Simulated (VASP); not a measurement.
# BN (I-4m2) in VASP: further runs

The runs below take BN through single point, with PBE.

All numbers are computed with VASP 6.6.1; they aren't measurements. Logs are shortened: lines on timing, memory, paths and dates and some standing lists are left out, and cuts for length are marked.

## Step 1: The cell of the first run

The structure is tetragonal, space group I-4m2 (No. 119). The conventional cell has a = 2.563 Å, b = 2.563 Å, c = 3.516 Å, α = 90.00°, β = 90.00°, γ = 90.00°. B (site symmetry -4m2) has 4 N at 1.55 Å within 2.1 Å. N (site symmetry -4m2) has 4 B at 1.55 Å within 2.1 Å.

## Step 2: Single point, PBE

The input, INCAR:

```
SYSTEM = BN
PREC     = Accurate       ! precision mode
ENCUT    = 600            ! plane-wave cutoff, eV
EDIFF    = 1E-6           ! SCF threshold, eV
ISMEAR   = 0              ! smearing method
SIGMA    = 0.05           ! smearing width, eV
LREAL    = .False.        ! projectors in reciprocal space
LASPH    = .True.         ! aspherical terms in the spheres
NELM     = 120            ! most SCF steps
ALGO     = Normal         ! electronic algorithm
ISIF     = 2              ! what is computed and relaxed
LWAVE    = .False.        ! write WAVECAR
LCHARG   = .True.         ! write CHGCAR
GGA      = PE             ! functional
LELF     = .True.         ! ELF
LVHAR    = .True.       
NBANDS   = 11             ! bands
GGA_COMPAT= .False.
```

The input, KPOINTS:

```
regular mesh
0
Gamma
  12 12 12
  0 0 0
```

The input, POSCAR:

```
BN
1.0
    0.0000000000      1.8123485119      1.7579780565
    1.8123485119      0.0000000000      1.7579780565
    1.8123485119      1.8123485119      0.0000000000
B N
1 1
Direct
    0.0000000000      0.0000000000      0.0000000000
    0.7500000000      0.7500000000      0.7500000000
```

Potentials or basis: VASP PAW PBE potentials, release 64 (B, N).

Run with:

```console
> cat potpaw_PBE.64/B/POTCAR potpaw_PBE.64/N/POTCAR > POTCAR
> mpirun -np 1 vasp_std > vasp.out
```

OUTCAR:

```text
SYSTEM = BN
   PREC = Accurate
   ENCUT = 600
   EDIFF = 1E-6
   ISMEAR = 0
   LREAL = .False.
   LASPH = .True.
   NELM = 120
   ISIF = 2
   GGA = PE

 ion  position               nearest neighbor table
   1  0.000  0.000  0.000-   2 1.55   2 1.55   2 1.55   2 1.55
   2  0.750  0.750  0.750-   1 1.55   1 1.55   1 1.55   1 1.55

  LATTYP: Found a body centered tetragonal cell.
 ALAT       =     2.5630478453
 C/A-ratio  =     1.3717871555

  Lattice vectors:

 A1 = (   0.0000000000,  -1.8123485119,  -1.7579780565)
 A2 = (   0.0000000000,   1.8123485119,  -1.7579780565)
 A3 = (   1.8123485119,   0.0000000000,   1.7579780565)

Analysis of symmetry for initial positions (statically):
=====================================================================
 Subroutine PRICEL returns:
 Original cell was already a primitive cell.

 Routine SETGRP: Setting up the symmetry group for a
 body centered tetragonal supercell.

 Subroutine GETGRP returns: Found  8 space group operations
 (whereof  8 operations were pure point group operations)
 out of a pool of 16 trial point group operations.

The static configuration has the point symmetry D_2d.

Analysis of symmetry for dynamics (positions and initial velocities):
=====================================================================
 Subroutine PRICEL returns:
 Original cell was already a primitive cell.

 Routine SETGRP: Setting up the symmetry group for a
 body centered tetragonal supercell.

 Subroutine GETGRP returns: Found  8 space group operations
 (whereof  8 operations were pure point group operations)
 out of a pool of 16 trial point group operations.

The dynamic configuration has the point symmetry D_2d.

 Subroutine INISYM returns: Found  8 space group operations
 (whereof  8 operations are pure point group operations),
 and found     1 'primitive' translations

----------------------------------------------------------------------------------------

                                     Primitive cell

  volume of cell :      11.5485

  direct lattice vectors                    reciprocal lattice vectors
     0.000000000  1.812348512  1.757978057    -0.275885127  0.275885127  0.284417657
     1.812348512  0.000000000  1.757978057     0.275885127 -0.275885127  0.284417657
     1.812348512  1.812348512  0.000000000     0.275885127  0.275885127 -0.284417657

  length of vectors
     2.524894844  2.524894844  2.563047845     0.482823581  0.482823581  0.482823581

[... 87 lines left out ...]
   ISYM   =      2    0-nonsym 1-usesym 2-fastsym
   POTIM  = 0.5000    time-step for ionic-motion
   TEBEG  =    0.0;   TEEND  =   0.0 temperature during run
   PSTRESS=    0.0 pullay stress
   NELECT =       8.0000    total number of electrons
   NUPDOWN=      -1.0000    fix difference up-down
   EMIN   =  10.00;   EMAX   =-10.00  energy-range for DOS
   EFERMI =   0.00;   METHOD = LEGACY
   ISMEAR =     0;   SIGMA  =   0.05  broadening in eV -4-tet -1-fermi 0-gaus
   EFERMI_NEDOS =   21; number of points for ismear=-14 and -15
   IALGO  =     38    algorithm
   IMIX   =      4    mixing-type and parameters
     AMIX     =   0.40;   BMIX     =  1.00
     AMIX_MAG =   1.60;   BMIX_MAG =  1.00
  volume/ion in A,a.u.               =       5.77        38.97
  Fermi-wavevector in a.u.,A,eV,Ry     =   1.448536  2.737336 28.548501  2.098256
  Thomas-Fermi vector in A             =   2.566365
   LORBIT       =      0    0 simple, 1 ext, 2 COOP (PROOUT), +10 PAW based schemes
   GGA     = PE    functional components
   LHFCALC =     F    Hartree Fock is set to
   AEXX    =    0.0000 exact exchange contribution
   IVDW    =     0    specifies the selected vdW correction
   LEPSILON=     F    determine dielectric tensor
   LRPA    =     F    only Hartree local field effects (RPA)
 non-spin polarized calculation
 Gauss-broadening in eV      SIGMA  =   0.05
  energy-cutoff  :      600.00
  volume of cell :       11.55
 maximum number of plane-waves:       396
   NGX =  9   NGY =  9   NGZ = 11

 number of electron       7.9999998 magnetization

 Free energy of the ion-electron system (eV)
  ---------------------------------------------------
  ext. energy  EPLUGINS =         0.00000000
  ---------------------------------------------------
  free energy    TOTEN  =       -17.42687624 eV

  energy without entropy =      -17.42687624  energy(sigma->0) =      -17.42687624

 E-fermi :   8.0746     XC(G=0): -12.9344

 val. band max:        7.8768231901   @ k =   0.0000   0.0000   0.0000
 cond. band min:      11.8156897537   @ k =   0.5000   0.5000   0.0000
 fundamental gap:      3.9388665636
 Fermi energy:         8.0746194968

 k-point     1 :       0.0000    0.0000    0.0000
  band No.  band energies     occupation
      1     -12.8048      2.00000
      2       7.5865      2.00000
      3       7.5865      2.00000
      4       7.8768      2.00000
      5      16.4734      0.00000
      6      16.6909      0.00000
      7      16.6909      0.00000
      8      18.3948      0.00000
      9      32.8659      0.00000
     10      34.9372      0.00000
     11      35.8149      0.00000
[... 309 lines left out ...]
 k-point    24 :      -0.4167    0.1667    0.0000
  band No.  band energies     occupation
      1      -8.1143      2.00000
      2      -2.4627      2.00000
      3       3.7535      2.00000
      4       4.8012      2.00000
      5      16.7461      0.00000
      6      20.0002      0.00000
      7      20.3973      0.00000
      8      23.6956      0.00000
      9      28.7928      0.00000
     10      33.2849      0.00000
     11      34.8268      0.00000

 [... further k-points ...]

------------------------ aborting loop because EDIFF is reached ----------------------------------------

  FORCE on cell =-STRESS in cart. coord.  units (eV):
  Direction    XX          YY          ZZ          XY          YZ          ZX
  --------------------------------------------------------------------------------------
  -------------------------------------------------------------------------------------
  Total        0.4250927      0.4250927      1.7444498      0.0000000      0.0000000     -0.0000000
  in kB       58.9749193     58.9749193    242.0149486      0.0000000      0.0000000     -0.0000000
  external PRESSURE =     119.9882624 kB  Pullay stress =       0.0000000 kB

 VOLUME and BASIS-vectors are now :
 -----------------------------------------------------------------------------
  energy-cutoff  :      600.00
  volume of cell :       11.55
      direct lattice vectors                 reciprocal lattice vectors
     0.000000000  1.812348512  1.757978057    -0.275885127  0.275885127  0.284417657
     1.812348512  0.000000000  1.757978057     0.275885127 -0.275885127  0.284417657
     1.812348512  1.812348512  0.000000000     0.275885127  0.275885127 -0.284417657

 POSITION                                       TOTAL-FORCE (eV/Angst)
 -----------------------------------------------------------------------------------
      0.00000      0.00000      0.00000         0.000000      0.000000      0.000000
      2.71852      2.71852      2.63697        -0.000000     -0.000000     -0.000000
 -----------------------------------------------------------------------------------
    total drift:                               -0.000001     -0.000001      0.000002

  FREE ENERGIE OF THE ION-ELECTRON SYSTEM (eV)
  ---------------------------------------------------
  free  energy   TOTEN  =       -17.4268762383 eV

  energy  without entropy=      -17.4268762383  energy(sigma->0) =      -17.42687624
```

stdout:

```text
POSCAR found type information on POSCAR B N
 POSCAR found :  2 types and       2 ions
 scaLAPACK will be used
 LDA part: xc-table for (Slater+PW92), standard interpolation
 POSCAR, INCAR and KPOINTS ok, starting setup
 FFT: planning ... GRIDC
 FFT: planning ... GRID_SOFT
 FFT: planning ... GRID
 WAVECAR not read
 entering main loop
```

Wall time 13 s (1 thread of Intel Xeon 8259CL, shared host); peak memory 0.13 GiB.

What came out:

```
Free energy            : -17.4269 eV
Pressure               : 12.0 GPa
Band gap on the k mesh : 3.94 eV (least direct gap 8.60 eV)
```

Caveat: the stress differs along the axes, from 6 to 24 GPa. A k mesh can miss the band edges.

## Step 3: Single point, PBE

This run uses another cell than the first one, of 6.27 Å³/atom.

The input, INCAR:

```
SYSTEM = BN
  PREC = Accurate
  ENCUT = 600
  EDIFF = 1E-6
  ISMEAR = 0
  SIGMA = 0.05
  LREAL = .False.
  LASPH = .True.
  NELM = 120
  ALGO = Normal
  ISIF = 2
  LWAVE = .False.
  LCHARG = .True.
  GGA = PE
  LELF = .True.
  LVHAR = .True.
  NBANDS = 11
  GGA_COMPAT = .False.
```

The input, KPOINTS:

```
Automatic mesh
0
Gamma
  12 12 12
  0 0 0
```

The input, POSCAR:

```
BN
1.0
    0.0000000000      1.8123485119      1.9074968088
    1.8123485119      0.0000000000      1.9074968088
    1.8123485119      1.8123485119      0.0000000000
B N
1 1
Direct
    0.0000000000      0.0000000000      0.0000000000
    0.7500000000      0.7500000000      0.7500000000
```

Potentials or basis: VASP PAW PBE potentials, release 64 (B, N).

Run with:

```console
> cat potpaw_PBE.64/B/POTCAR potpaw_PBE.64/N/POTCAR > POTCAR
> mpirun -np 1 vasp_std > vasp.out
```

Wall time 13 s (1 thread of Intel Xeon 8259CL, shared host); peak memory 0.15 GiB.

It converged, with:

```
Free energy            : -17.3793 eV
Pressure               : -17.4 GPa
Band gap on the k mesh : 3.96 eV (least direct gap 8.26 eV)
```

Stress tensor (GPa, compression positive):
```
 -6.84   0.00   0.00
  0.00  -6.84   0.00
  0.00   0.00 -38.66
```

Levels at points of the mesh, in eV from the valence-band top:
```
           k point  band 1  band 2  band 3  band 4  band 5  band 6  band 7  band 8
(0.00, 0.00, 0.00)  -19.75   -0.53    0.00    0.00    8.26    8.26    8.62    9.20
(0.50, 0.00, 0.00)  -15.80  -10.33   -2.39   -1.62    8.64   10.45   10.51   14.48
(0.50, 0.50, 0.00)  -14.87   -9.18   -4.35   -4.35    4.79    9.49   16.74   16.74
(0.50, 0.00, 0.50)  -14.34   -8.47   -5.00   -4.99    3.96    8.35   16.42   17.16
```

Caveat: the stress differs along the axes, from -39 to -7 GPa. A k mesh can miss the band edges.

## Step 4: Single point, PBE

This run uses another cell than the first one, of 6.31 Å³/atom.

The input, INCAR:

```
PREC = Accurate ; ENCUT = 600
EDIFF = 1E-6 ; ISMEAR = 1
SIGMA = 0.05 ; LREAL = F
LASPH = T ; NELM = 120
ALGO = Normal ; ISIF = 2
LWAVE = F ; LCHARG = T
GGA = PE ; LELF = T
LVHAR = T ; NBANDS = 11
GGA_COMPAT = F
```

The input, KPOINTS:

```
regular mesh
0
Gamma
  12 12 12
```

The input, POSCAR:

```
BN
1.0
    0.0000000000      1.8123485119      1.9210894226
    1.8123485119      0.0000000000      1.9210894226
    1.8123485119      1.8123485119      0.0000000000
B N
1 1
Direct
    0.0000000000      0.0000000000      0.0000000000
    0.7500000000      0.7500000000      0.7500000000
```

Potentials or basis: VASP PAW PBE potentials, release 64 (B, N).

Run with:

```console
> cat potpaw_PBE.64/B/POTCAR potpaw_PBE.64/N/POTCAR > POTCAR
> mpirun -np 1 vasp_std > vasp.out
```

OUTCAR:

```text
PREC = Accurate
   ENCUT = 600
   EDIFF = 1E-6
   ISMEAR = 1
   LREAL = F
   LASPH = T
   NELM = 120
   ISIF = 2
   GGA = PE

 ion  position               nearest neighbor table
   1  0.000  0.000  0.000-   2 1.60   2 1.60   2 1.60   2 1.60
   2  0.750  0.750  0.750-   1 1.60   1 1.60   1 1.60   1 1.60

  LATTYP: Found a body centered tetragonal cell.
 ALAT       =     2.5630478453
 C/A-ratio  =     1.4990663761

  Lattice vectors:

 A1 = (  -1.8123485119,   0.0000000000,   1.9210894226)
 A2 = (   1.8123485119,   0.0000000000,   1.9210894226)
 A3 = (   0.0000000000,   1.8123485119,  -1.9210894226)

Analysis of symmetry for initial positions (statically):
=====================================================================
 Subroutine PRICEL returns:
 Original cell was already a primitive cell.

 Routine SETGRP: Setting up the symmetry group for a
 body centered tetragonal supercell.

 Subroutine GETGRP returns: Found  8 space group operations
 (whereof  8 operations were pure point group operations)
 out of a pool of 16 trial point group operations.

The static configuration has the point symmetry D_2d.

[... 172 lines left out ...]
      3       6.8160      1.99986
      4       6.8160      1.99985
      5      15.0099      0.00000
      6      15.0099      0.00000
      7      15.4179      0.00000
      8      15.8737      0.00000
      9      30.1566      0.00000
     10      31.8023      0.00000
     11      32.4096      0.00000
[... 309 lines left out ...]
 k-point    24 :      -0.4167    0.1667    0.0000
  band No.  band energies     occupation
      1      -8.6228      2.00000
      2      -2.8832      2.00000
      3       2.2402      2.00000
      4       4.6953      2.00000
      5      16.2144      0.00000
      6      17.5159      0.00000
      7      18.5058      0.00000
      8      21.3666      0.00000
      9      27.3351      0.00000
     10      31.2997      0.00000
     11      31.8254      0.00000

 [... further k-points ...]

------------------------ aborting loop because EDIFF is reached ----------------------------------------

  FORCE on cell =-STRESS in cart. coord.  units (eV):
  Direction    XX          YY          ZZ          XY          YZ          ZX
  --------------------------------------------------------------------------------------
  -------------------------------------------------------------------------------------
  Total       -0.5906617     -0.5906617     -3.4492134      0.0000000     -0.0000000      0.0000000
  in kB      -74.9874198    -74.9874198   -437.8946522      0.0000000     -0.0000000      0.0000000
  external PRESSURE =    -195.9564973 kB  Pullay stress =       0.0000000 kB

 VOLUME and BASIS-vectors are now :
 -----------------------------------------------------------------------------
  energy-cutoff  :      600.00
  volume of cell :       12.62
      direct lattice vectors                 reciprocal lattice vectors
     0.000000000  1.812348512  1.921089423    -0.275885127  0.275885127  0.260268988
     1.812348512  0.000000000  1.921089423     0.275885127 -0.275885127  0.260268988
     1.812348512  1.812348512  0.000000000     0.275885127  0.275885127 -0.260268988

 POSITION                                       TOTAL-FORCE (eV/Angst)
 -----------------------------------------------------------------------------------
      0.00000      0.00000      0.00000         0.000000      0.000000      0.000000
      2.71852      2.71852      2.88163        -0.000000     -0.000000      0.000000
 -----------------------------------------------------------------------------------
    total drift:                                0.000001      0.000001     -0.000003

  FREE ENERGIE OF THE ION-ELECTRON SYSTEM (eV)
  ---------------------------------------------------
  free  energy   TOTEN  =       -17.3565875765 eV

  energy  without entropy=      -17.3565909531  energy(sigma->0) =      -17.35658870
```

stdout:

```text
POSCAR found type information on POSCAR B N
 POSCAR found :  2 types and       2 ions
 scaLAPACK will be used
 LDA part: xc-table for (Slater+PW92), standard interpolation
 POSCAR, INCAR and KPOINTS ok, starting setup
 FFT: planning ... GRIDC
 FFT: planning ... GRID_SOFT
 FFT: planning ... GRID
 WAVECAR not read
 entering main loop
```

Wall time 15 s (1 thread of Intel Xeon 8259CL, shared host); peak memory 0.15 GiB.

Results:

* Free energy: -17.3566 eV
* Pressure: -19.6 GPa
* Band gap on the k mesh: 3.89 eV (least direct gap 8.19 eV)

Stress tensor (GPa, compression positive):
```
 -7.50   0.00   0.00
  0.00  -7.50   0.00
  0.00   0.00 -43.79
```

Levels at points of the mesh, in eV from the valence-band top:
| k point | band 2 | band 3 | band 4 | band 5 | band 6 | band 7 |
| --- | --- | --- | --- | --- | --- | --- |
| (0.00, 0.00, 0.00) | -0.60 | 0.00 | 0.00 | 8.19 | 8.19 | 8.60 |
| (0.50, 0.00, 0.00) | -10.29 | -2.45 | -1.58 | 8.43 | 10.41 | 10.51 |
| (0.50, 0.50, 0.00) | -9.23 | -4.28 | -4.28 | 4.84 | 9.53 | 16.59 |
| (0.50, 0.00, 0.50) | -8.42 | -5.01 | -5.01 | 3.89 | 8.23 | 16.22 |

Caveat: the stress differs along the axes, from -44 to -7 GPa. A k mesh can miss the band edges.

## Step 5: Overview

```csv
cell,smearing,gap on the mesh (eV),pressure (GPa)
"a = 2.525, b = 2.525, c = 2.563 Å, angles 59.5, 59.5, 61.0°, 2 atoms",gaussian 0.05 eV,3.94,12.0
"a = 2.631, b = 2.631, c = 2.563 Å, angles 60.9, 60.9, 58.3°, 2 atoms",gaussian 0.05 eV,3.96,-17.4
"a = 2.641, b = 2.641, c = 2.563 Å, angles 61.0, 61.0, 58.1°, 2 atoms",methfessel-paxton 0.05 eV,3.89,-19.6
```

Alike in all rows: task single point; level PBE; potentials or basis VASP PAW PBE potentials, release 64 (B, N); no spin polarisation; k mesh 12 × 12 × 12; cutoff (eV) 600.

Caveats: the stress differs along the axes, from 6 to 24 GPa (at least some runs); the stress differs along the axes, from -39 to -7 GPa (at least some runs); the stress differs along the axes, from -44 to -7 GPa (at least some runs).

Total energies depend on the potentials used, so only differences within one code and one set of settings carry meaning.
